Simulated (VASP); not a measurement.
# Ge (Pmmm) in VASP: further runs, part 3 of 3

VASP 6.6.1.

## Step 5: Single point, PBE

This run uses another cell than the first one: it holds 6 atoms, not 3.

Input file INCAR:

```
PREC = Accurate
ENCUT = 520
EDIFF = 1E-6
ISMEAR = 0
SIGMA = 0.2
LREAL = F
LASPH = T
NELM = 100
ALGO = Normal
ISIF = 2
LWAVE = F
LCHARG = F
GGA = PE
NBANDS = 51
```

Input file KPOINTS:

```
Automatic mesh
0
Gamma
  8 6 2
```

Input file POSCAR:

```
Ge
1.0
    2.6854305200      0.0000000000      0.0000000000
    0.0000000000      4.2838461649      0.0000000000
    0.0000000000      0.0000000000     11.6544854212
Ge
6
Direct
    0.0000000000      0.0000000000      0.1385092754
    0.0000000000      0.0000000000      0.6385092754
    0.0000000000      0.0000000000      0.3614907246
    0.0000000000      0.0000000000      0.8614907246
    0.0000000000      0.5000000000      0.5000000000
    0.0000000000      0.5000000000      0.0000000000
```

Run with:

```
cat potpaw_PBE.64/Ge_d/POTCAR > POTCAR
mpirun -np 1 vasp_std > vasp.out
```

It took 2 min on 1 thread of Intel Xeon 6975P-C (Granite Rapids), shared host; peak memory 0.34 GiB.

Results (log left out):

* Free energy: -25.2228 eV
* Pressure: 0.3 GPa
* Largest force: 0.035 eV/Å
* Band gap on the k mesh: zero (bands 42 and 43 overlap by 2.86 eV)

Forces on the atoms (eV/Å):
```
Ge   0.000  0.000  0.035
Ge   0.000  0.000  0.035
Ge   0.000  0.000 -0.035
Ge   0.000  0.000 -0.035
Ge   0.000  0.000  0.000
Ge   0.000  0.000  0.000
```

Stress tensor (GPa, compression positive):
```
-1.60  0.00  0.00
 0.00  0.61  0.00
 0.00  0.00  1.94
```

Levels at points of the mesh, in eV from the Fermi level:
| k point | band 40 | band 41 | band 42 | band 43 | band 44 | band 45 |
| --- | --- | --- | --- | --- | --- | --- |
| (0.00, 0.00, 0.00) | -2.32 | -1.00 | 0.61 | 0.84 | 0.89 | 1.46 |
| (0.50, 0.00, 0.00) | -1.43 | -0.94 | -0.54 | -0.16 | -0.02 | 0.65 |
| (0.00, 0.50, 0.00) | -1.11 | -0.94 | -0.69 | 2.04 | 3.23 | 5.44 |
| (0.50, 0.50, 0.00) | -3.14 | -2.85 | -2.09 | -1.64 | -1.33 | -0.51 |
| (0.00, 0.00, 0.50) | -2.29 | -0.32 | -0.32 | 0.55 | 0.55 | 3.42 |
| (0.50, 0.00, 0.50) | -2.36 | -0.50 | -0.50 | -0.37 | -0.37 | 1.27 |
| (0.00, 0.50, 0.50) | -3.65 | 0.12 | 0.12 | 2.50 | 2.50 | 5.42 |
| (0.50, 0.50, 0.50) | -3.16 | -2.17 | -2.17 | -0.98 | -0.98 | -0.28 |

## Step 6: Overview

```tsv
task	cell	k mesh	cutoff (eV)	smearing	gap on the mesh (eV)	pressure (GPa)	largest force (eV/Å)
single point	a = 2.545, b = 4.280, c = 5.189 Å, 3 atoms, atomic positions A	6 × 4 × 4	520	gaussian 0.1 eV	none	16.4	1.34
single point	a = 2.790, b = 4.113, c = 5.809 Å, 3 atoms, atomic positions B	6 × 4 × 4	520	gaussian 0.1 eV	none	0.1	0.01
relaxation of cell and atoms	relaxed from a = 2.545, b = 4.280, c = 5.189 Å, 3 atoms, atomic positions A	6 × 4 × 4	600	gaussian 0.1 eV	none	0.0	0.03
single point	a = 2.685, b = 4.284, c = 11.654 Å, 6 atoms, atomic positions C	8 × 6 × 2	520	gaussian 0.2 eV	none	0.3	0.04
```

Alike in all rows: level PBE; potentials or basis VASP PAW PBE potentials, release 64 (Ge_d); no spin polarisation.

Caveats: some runs use coarse meshes; forces of over 1 eV/Å act on the atoms, so gaps and moduli don't describe the material at rest (at least some runs).

Absolute energies hang on the potentials; compare differences alone.
